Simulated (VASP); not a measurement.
**HfHF3: single point with PBE**

The system is HfHF3.

```
Hf H F
1.0
     3.76781    0.00000    0.00000
     0.00000    3.76781    0.00000
     0.00000    0.00000    3.76781
Hf H F
1 1 3
Cartesian
  1.8839 1.8839 1.8839
  0.0000 0.0000 0.0000
  1.8839 0.0000 0.0000
  0.0000 1.8839 0.0000
  0.0000 0.0000 1.8839
```

```yaml
Program: VASP 6.6.1
Task: single point
Functional: PBE
Potentials_or_basis: VASP PAW PBE potentials, release 64 (Hf_pv, H, F)
Cutoff: 520 eV
k_mesh: 4 × 4 × 4
Occupations: gaussian, width 0.1 eV
Spin: no spin polarisation
Dipole_correction: no
Further_INCAR_settings: ALGO = Normal; EDIFF = 1e-06; NBANDS = 24
```

- Pressure: -13.8 GPa
- Band gap on the k mesh: zero (band 16 reaches 5.58 eV, above the bottom of band 17 at 3.64 eV)

Levels at points of the mesh, in eV from the Fermi level:
| k point | band 11 | band 12 | band 13 | band 14 | band 15 | band 16 | band 17 | band 18 | band 19 | band 20 |
| --- | --- | --- | --- | --- | --- | --- | --- | --- | --- | --- |
| (0.00, 0.00, 0.00) | -6.53 | -6.53 | -5.55 | -5.55 | -5.55 | -2.51 | -1.49 | -1.49 | -0.62 | 0.59 |
| (0.50, 0.00, 0.00) | -7.36 | -6.90 | -6.90 | -5.86 | -5.86 | -0.19 | -0.01 | 0.21 | 0.73 | 1.71 |
| (0.50, 0.50, 0.00) | -7.17 | -7.17 | -6.61 | -5.84 | -5.40 | 0.45 | 0.50 | 1.60 | 1.66 | 1.66 |
| (0.50, 0.50, 0.50) | -5.72 | -5.72 | -5.72 | -5.39 | -5.39 | 0.00 | 0.00 | 0.00 | 1.45 | 1.45 |

It took 8.8 s on 1 thread of Intel(R) Xeon(R) Platinum 8488C (Sapphire Rapids), on a shared host, peak memory 0.16 GiB.

Caveat: the k points lie up to 0.42 Å⁻¹ apart; spin-orbit coupling is left out, which moves the levels of the heavy elements.
